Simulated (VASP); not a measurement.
# YbNi4 (I4/mmm) in VASP: single point with PBE

Aim: the single point of YbNi4 with PBE.

Everything below comes from runs of VASP 6.6.1. Logs are shortened: lines on timing, memory, paths and dates and some standing lists are left out, and cuts for length are marked.

## Step 1: The cell of the first run

Symmetry: I4/mmm, No. 139, tetragonal system. The conventional cell has a = 3.854 Å, b = 3.854 Å, c = 9.335 Å, α = 90.00°, β = 90.00°, γ = 90.00°. Within 3.0 Å of Ni (site symmetry 4mm) lie 5 Ni at 2.24 to 2.28 Å and 4 Yb at 2.95 Å. Ni (site symmetry -4m2) has 8 Ni at 2.28 to 2.73 Å and 4 Yb at 3.03 Å within 3.1 Å. Yb (site symmetry 4/mmm) has 18 Ni at 2.95 to 3.55 Å and 4 Yb at 3.85 Å within 3.9 Å.

## Step 2: Single point, PBE, collinear spin, ferromagnetic start

Contents of POSCAR:

```
YbNi4
1.0
    0.0000000000      3.8542002200      0.0000000000
    3.8542002200      0.0000000000      0.0000000000
    1.9271001100      1.9271001100     -4.6674715200
Ni Yb
4 1
Direct
    0.3800000000      0.3800000000      0.2400000000
    0.6200000000      0.6200000000      0.7600000000
    0.7500000000      0.2500000000      0.5000000000
    0.2500000000      0.7500000000      0.5000000000
    0.0000000000      0.0000000000      0.0000000000
```

Contents of INCAR.step1:

```
SYSTEM = YbNi4
PREC     = Accurate       ! precision mode
ENCUT    = 520            ! plane-wave cutoff, eV
EDIFF    = 1E-7           ! SCF threshold, eV
ISMEAR   = -1             ! smearing method
SIGMA    = 0.1            ! smearing width, eV
LREAL    = .False.        ! projectors in reciprocal space
LASPH    = .True.         ! aspherical terms in the spheres
NELM     = 150            ! most SCF steps
ALGO     = Normal         ! electronic algorithm
ISIF     = 2              ! what is computed and relaxed
LWAVE    = .False.        ! write WAVECAR
LCHARG   = .True.         ! write CHGCAR
ISPIN    = 2              ! spin polarisation
MAGMOM   = 0.43 0.43 0.36 0.36 0.28 ! initial moments
LMAXMIX  = 6              ! l up to which the mixer works
GGA      = PE             ! functional
NBANDS   = 44             ! bands
```

Contents of KPOINTS.step1:

```
Automatic mesh
0
Gamma
  6 6 6
  0 0 0
```

Contents of INCAR.step2:

```
SYSTEM = YbNi4
PREC     = Accurate       ! precision mode
ENCUT    = 520            ! plane-wave cutoff, eV
EDIFF    = 1E-7           ! SCF threshold, eV
ISMEAR   = -5             ! smearing method
SIGMA    = 0.1            ! smearing width, eV
LREAL    = .False.        ! projectors in reciprocal space
LASPH    = .True.         ! aspherical terms in the spheres
NELM     = 150            ! most SCF steps
ALGO     = Normal         ! electronic algorithm
ISIF     = 2              ! what is computed and relaxed
LWAVE    = .False.        ! write WAVECAR
LCHARG   = .False.        ! write CHGCAR
ISPIN    = 2              ! spin polarisation
MAGMOM   = 0.43 0.43 0.36 0.36 0.28 ! initial moments
LORBIT   = 11             ! projections on sites
LMAXMIX  = 6              ! l up to which the mixer works
GGA      = PE             ! functional
NEDOS    = 2001           ! points of the DOS
ICHARG   = 11             ! starting density
```

Contents of KPOINTS.step2:

```
Automatic mesh
0
Gamma
  9 9 9
  0 0 0
```

Potentials or basis: VASP PAW PBE potentials, release 64 (Ni, Yb).

The run is started by

```
$ cat potpaw_PBE.64/Ni/POTCAR potpaw_PBE.64/Yb/POTCAR > POTCAR
$ cp INCAR.step1 INCAR
$ cp KPOINTS.step1 KPOINTS
$ mpirun -np 1 vasp_std > vasp.out
$ cp INCAR.step2 INCAR
$ cp KPOINTS.step2 KPOINTS
$ mpirun -np 1 vasp_std > vasp.out
```

OUTCAR:

```text
SYSTEM = YbNi4
   PREC = Accurate
   ENCUT = 520
   EDIFF = 1E-7
   ISMEAR = -5
   LREAL = .False.
   LASPH = .True.
   NELM = 150
   ISIF = 2
   ISPIN = 2
   LORBIT = 11
   GGA = PE
   ICHARG = 11

 ion  position               nearest neighbor table
   1  0.380  0.380  0.240-   2 2.24   3 2.28   4 2.28   4 2.28   3 2.28   5 2.95   5 2.95   5 2.95
                             5 2.95
   2  0.620  0.620  0.760-   1 2.24   3 2.28   4 2.28   3 2.28   4 2.28   5 2.95   5 2.95   5 2.95
                             5 2.95
   3  0.750  0.250  0.500-   1 2.28   2 2.28   1 2.28   2 2.28   4 2.73   4 2.73   4 2.73   4 2.73
                             5 3.03   5 3.03   5 3.03   5 3.03
   4  0.250  0.750  0.500-   1 2.28   2 2.28   1 2.28   2 2.28   3 2.73   3 2.73   3 2.73   3 2.73
                             5 3.03   5 3.03   5 3.03   5 3.03
   5  0.000  0.000  0.000-   2 2.95   1 2.95   2 2.95   1 2.95   1 2.95   2 2.95   2 2.95   1 2.95
                             4 3.03   3 3.03   4 3.03   3 3.03   3 3.03   4 3.03   4 3.03   3 3.03

  LATTYP: Found a body centered tetragonal cell.
 ALAT       =     3.8542002200
 C/A-ratio  =     2.4220181898

  Lattice vectors:

 A1 = (  -1.9271001100,   1.9271001100,   4.6674715200)
 A2 = (   1.9271001100,  -1.9271001100,   4.6674715200)
 A3 = (   1.9271001100,   1.9271001100,  -4.6674715200)

Analysis of symmetry for initial positions (statically):
=====================================================================
 Subroutine PRICEL returns:
 Original cell was already a primitive cell.

 Routine SETGRP: Setting up the symmetry group for a
 body centered tetragonal supercell.

 Subroutine GETGRP returns: Found 16 space group operations
 (whereof 16 operations were pure point group operations)
 out of a pool of 16 trial point group operations.

The static configuration has the point symmetry D_4h.

Analysis of symmetry for dynamics (positions and initial velocities):
=====================================================================
 Subroutine PRICEL returns:
 Original cell was already a primitive cell.

 Routine SETGRP: Setting up the symmetry group for a
 body centered tetragonal supercell.

 Subroutine GETGRP returns: Found 16 space group operations
 (whereof 16 operations were pure point group operations)
 out of a pool of 16 trial point group operations.

The dynamic configuration has the point symmetry D_4h.

Analysis of structural, dynamic, and magnetic symmetry:
=====================================================================
 Subroutine PRICEL returns:
 Original cell was already a primitive cell.

 Routine SETGRP: Setting up the symmetry group for a
 body centered tetragonal supercell.

 Subroutine GETGRP returns: Found 16 space group operations
 (whereof 16 operations were pure point group operations)
 out of a pool of 16 trial point group operations.

The overall configuration has the point symmetry D_4h.

 Subroutine INISYM returns: Found 16 space group operations
 (whereof 16 operations are pure point group operations),
 and found     1 'primitive' translations

----------------------------------------------------------------------------------------

                                     Primitive cell

  volume of cell :      69.3346

  direct lattice vectors                    reciprocal lattice vectors
     0.000000000  3.854200220  0.000000000     0.000000000  0.259457201  0.107124382
     3.854200220  0.000000000  0.000000000     0.259457201  0.000000000  0.107124382
     1.927100110  1.927100110 -4.667471520     0.000000000  0.000000000 -0.214248763

  length of vectors
     3.854200220  3.854200220  5.404879282     0.280702106  0.280702106  0.214248763

  position of ions in fractional coordinates (direct lattice)
     0.380000000  0.380000000  0.240000000
     0.620000000  0.620000000  0.760000000
     0.750000000  0.250000000  0.500000000
     0.250000000  0.750000000  0.500000000
     0.000000000  0.000000000  0.000000000

  ion indices of the primitive-cell ions
   primitive index   ion index
                 1           1
                 2           2
                 3           3
                 4           4
                 5           5

[... 52 lines left out ...]
 -0.333333  0.333333  0.000000      4.000000
  0.444444  0.444444 -0.000000      8.000000
 [... further k-points ...]
   k-points           NKPTS =     75   k-points in BZ     NKDIM =     75   number of bands    NBANDS=     39
   number of dos      NEDOS =   2001   number of ions     NIONS =      5
   total plane-waves  NPLWV =  36000
   dimension x,y,z NGX =    30 NGY =   30 NGZ =   40
   dimension x,y,z NGXF=    60 NGYF=   60 NGZF=   80
   ions per type =               4   1
   NGX,Y,Z   is equivalent  to a cutoff of  12.94, 12.94, 12.30 a.u.
   NGXF,Y,Z  is equivalent  to a cutoff of  25.88, 25.88, 24.61 a.u.
 SYSTEM =  YbNi4
   PREC   = accura    normal or accurate (medium, high low for compatibility)
   ISTART =      0    job   : 0-new  1-cont  2-samecut
   ICHARG =     11    charge: 1-file 2-atom 10-const
   ISPIN  =      2    spin polarized calculation?
   LNONCOLLINEAR =      F non collinear calculations
   LSORBIT =      F    spin-orbit coupling
   LASPH  =      T    aspherical Exc in radial PAW
   ENCUT  =  520.0 eV  38.22 Ry    6.18 a.u.   7.17  7.17 10.05*2*pi/ulx,y,z
   NELM   =    150;   NELMIN=  2; NELMDL=  0     # of ELM steps
   EDIFF  = 0.1E-06   stopping-criterion for ELM
   LREAL  =      F    real-space projection
   EDIFFG = 0.1E-05   stopping-criterion for IOM
   NSW    =      0    number of steps for IOM
   IBRION =     -1    ionic relax: 0-MD 1-quasi-New 2-CG
   NFREE  =      0    steps in history (QN), initial steepest desc. (CG)
   ISIF   =      2    stress and relaxation
   ISYM   =      2    0-nonsym 1-usesym 2-fastsym
   POTIM  = 0.5000    time-step for ionic-motion
   TEBEG  =    0.0;   TEEND  =   0.0 temperature during run
   PSTRESS=    0.0 pullay stress
   NELECT =      64.0000    total number of electrons
   NUPDOWN=      -1.0000    fix difference up-down
   EMIN   =  10.00;   EMAX   =-10.00  energy-range for DOS
   EFERMI =   0.00;   METHOD = LEGACY
   ISMEAR =    -5;   SIGMA  =   0.10  broadening in eV -4-tet -1-fermi 0-gaus
   EFERMI_NEDOS =   21; number of points for ismear=-14 and -15
   IALGO  =     38    algorithm
   IMIX   =      4    mixing-type and parameters
     AMIX     =   0.40;   BMIX     =  1.00
     AMIX_MAG =   1.60;   BMIX_MAG =  1.00
  volume/ion in A,a.u.               =      13.87        93.58
  Fermi-wavevector in a.u.,A,eV,Ry     =   1.593987  3.012198 34.569604  2.540794
  Thomas-Fermi vector in A             =   2.692131
   LORBIT       =     11    0 simple, 1 ext, 2 COOP (PROOUT), +10 PAW based schemes
   GGA     = PE    functional components
   LHFCALC =     F    Hartree Fock is set to
   AEXX    =    0.0000 exact exchange contribution
   IVDW    =     0    specifies the selected vdW correction
   LEPSILON=     F    determine dielectric tensor
   LRPA    =     F    only Hartree local field effects (RPA)
 spin polarized calculation
 Fermi weights with tetrahedron method with Bloechl corrections
  energy-cutoff  :      520.00
  volume of cell :       69.33
 maximum number of plane-waves:      1884
 NGX is ok and might be reduce to    30

 number of electron      63.9999998 magnetization      -0.0406691

 Free energy of the ion-electron system (eV)
  ---------------------------------------------------
  ext. energy  EPLUGINS =         0.00000000
  ---------------------------------------------------
  free energy    TOTEN  =       -25.52989566 eV

  energy without entropy =      -25.52989566  energy(sigma->0) =      -25.52989566

 E-fermi :   6.5366     XC(G=0): -12.4076

 val. band max:        6.5602426936   @ k =  -0.4444   0.4444   0.0000
 cond. band min:       6.5273949620   @ k =  -0.2222  -0.4444   0.1111
 fundamental gap:     -0.0328477316
 Fermi energy:         6.5366352404

 spin component 1

 k-point     1 :       0.0000    0.0000    0.0000
  band No.  band energies     occupation
      1     -44.5642      1.00000
      2     -16.8237      1.00000
      3     -16.7616      1.00000
      4     -16.7616      1.00000
      5      -1.1962      1.00000
      6       3.0732      1.00000
[... 997 lines left out ...]
     38       8.3429      0.00000
     39      13.6322      0.00000

 [... further k-points ...]

 spin component 2

 k-point     1 :       0.0000    0.0000    0.0000
  band No.  band energies     occupation
      1     -44.6356      1.00000
      2     -16.8730      1.00000
      3     -16.8109      1.00000
      4     -16.8109      1.00000
      5      -1.1979      1.00000
      6       3.0959      1.00000
[... 997 lines left out ...]
     38       8.3455      0.00000
     39      13.5820      0.00000

 [... further k-points ...]

------------------------ aborting loop because EDIFF is reached ----------------------------------------

  FORCE on cell =-STRESS in cart. coord.  units (eV):
  Direction    XX          YY          ZZ          XY          YZ          ZX
  --------------------------------------------------------------------------------------
  -------------------------------------------------------------------------------------
  Total      -65.5899914    -65.5899914    -66.5005914      0.0000000      0.0000000      0.0000000
  in kB    -1515.6465514  -1515.6465514  -1536.6886016      0.0000000      0.0000000      0.0000000
  external PRESSURE =   -1522.6605681 kB  Pullay stress =       0.0000000 kB

 VOLUME and BASIS-vectors are now :
 -----------------------------------------------------------------------------
  energy-cutoff  :      520.00
  volume of cell :       69.33
      direct lattice vectors                 reciprocal lattice vectors
     0.000000000  3.854200220  0.000000000     0.000000000  0.259457201  0.107124382
     3.854200220  0.000000000  0.000000000     0.259457201  0.000000000  0.107124382
     1.927100110  1.927100110 -4.667471520     0.000000000  0.000000000 -0.214248763

 POSITION                                       TOTAL-FORCE (eV/Angst)
 -----------------------------------------------------------------------------------
      1.92710      1.92710     -1.12019        -0.000000     -0.000000      0.808330
      3.85420      3.85420     -3.54728         0.000000      0.000000     -0.808330
      1.92710      3.85420     -2.33374        -0.000000     -0.000000      0.000000
      3.85420      1.92710     -2.33374        -0.000000      0.000000     -0.000000
      0.00000      0.00000      0.00000         0.000000      0.000000     -0.000000
 -----------------------------------------------------------------------------------
    total drift:                               -0.000000     -0.000000      0.000000

  FREE ENERGIE OF THE ION-ELECTRON SYSTEM (eV)
  ---------------------------------------------------
  free  energy   TOTEN  =       -25.5298956570 eV

  energy  without entropy=      -25.5298956570  energy(sigma->0) =      -25.52989566

 total charge

# of ion       s       p       d       f       tot
--------------------------------------------------
    1        0.586   0.469   8.327   0.000   9.382
    2        0.586   0.469   8.327   0.000   9.382
    3        0.527   0.450   8.347   0.000   9.324
    4        0.527   0.450   8.347   0.000   9.324
    5        2.172   6.067   0.453  13.682  22.375
--------------------------------------------------
tot          4.397   7.905  33.802  13.682  59.788

 magnetization (x)

# of ion       s       p       d       f       tot
--------------------------------------------------
    1        0.000  -0.001   0.057   0.000   0.057
    2        0.000  -0.001   0.057   0.000   0.057
    3       -0.000  -0.001   0.044   0.000   0.043
    4       -0.000  -0.001   0.044   0.000   0.043
    5       -0.001   0.001  -0.002  -0.038  -0.040
--------------------------------------------------
tot         -0.001  -0.002   0.201  -0.038   0.160
```

Run time: 26 min. Hardware: 1 thread of AMD EPYC 9R14 (Zen 4), shared host; peak memory 0.41 GiB.

Results:

```
Net moment                                            : -0.04 μB per cell
Site moments                                          : Ni +0.06, +0.04 (each value once); Yb -0.04 μB
Valence electrons inside the program's atomic spheres : Ni 9.38, 9.32 (each value once); Yb 22.38
```

Caveat: spin-orbit coupling is left out, which moves the levels of the heavy elements; tetrahedron occupations give inexact forces and stress in metals.
